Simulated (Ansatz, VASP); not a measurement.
**Two plane-wave programs on Rh**

INCAR

```
SYSTEM = Rh
PREC = Accurate
ENCUT = 520
EDIFF = 1E-6
ISMEAR = 0
SIGMA = 0.15
LREAL = .False.
LASPH = .True.
NELM = 100
ALGO = Fast
ISIF = 2
LWAVE = .False.
LCHARG = .True.
GGA = PE
LELF = .True.
LVHAR = .True.
NBANDS = 22
```

The input KPOINTS:

```
Automatic mesh
0
Gamma
  18 18 10
  0 0 0
```

The input POSCAR:

```
Rh
1.0
    2.6704000000      0.0000000000      0.0000000000
   -1.3352000000      2.3126342383      0.0000000000
    0.0000000000      0.0000000000      4.7359000000
Rh
2
Direct
    0.6666666667      0.3333333333      0.7500000000
    0.3333333333      0.6666666667      0.2500000000
```

Input for Ansatz:

```yaml
crystal:
  lattice:
    - [2.6704, 0.0, 0.0]
    - [-1.3352, 2.3126342383, 0.0]
    - [0.0, 0.0, 4.7359]
  atoms:
    - { symbol: Rh, position: [0.6666666667, 0.3333333333, 0.75] }
    - { symbol: Rh, position: [0.3333333333, 0.6666666667, 0.25] }
basis:
  ecutwfc: 420
kpoints:
  mp_grid: { grid: [18, 18, 10] }
hamiltonian:
  xc: pbe
  pseudopotentials: { kind: paw, azcp: { folder: soft_1 } }
scf:
  occupations: { method: gaussian, width: 0.15 }
output:
  forces: true
  stress: true
  eigenvalues: true
```

Alike in both runs: task single point; functional PBE; k mesh 18 × 18 × 10; occupations gaussian, width 0.15 eV; no spin polarisation.

|  | VASP | Ansatz |
| --- | --- | --- |
| version | VASP 6.6.1 | Ansatz 0.2.0 |
| potentials or method | VASP PAW PBE potentials, release 64 (Rh_pv), cutoff 520 eV | scalar-relativistic, plane waves, PAW |
| valence electrons in the cell | 30 | 34 |

|  | VASP | Ansatz | Ansatz less VASP |
| --- | --- | --- | --- |
| gap on the k mesh at the Fermi level (eV) | none | none | - |
| pressure (GPa) | -6.3 | -6.3 | +0.03 |
| traceless stress, the component that is largest in VASP (GPa) | -14.17 | -14.18 | -0.008 |

A gap of «none» marks a metal or a gap that the smearing closes. With one functional, cell and mesh, what is left measures potentials, basis and numerics. VASP's potentials hold 30 valence electrons a cell and Ansatz's 34, so a difference there can come from the potentials and not from the codes.
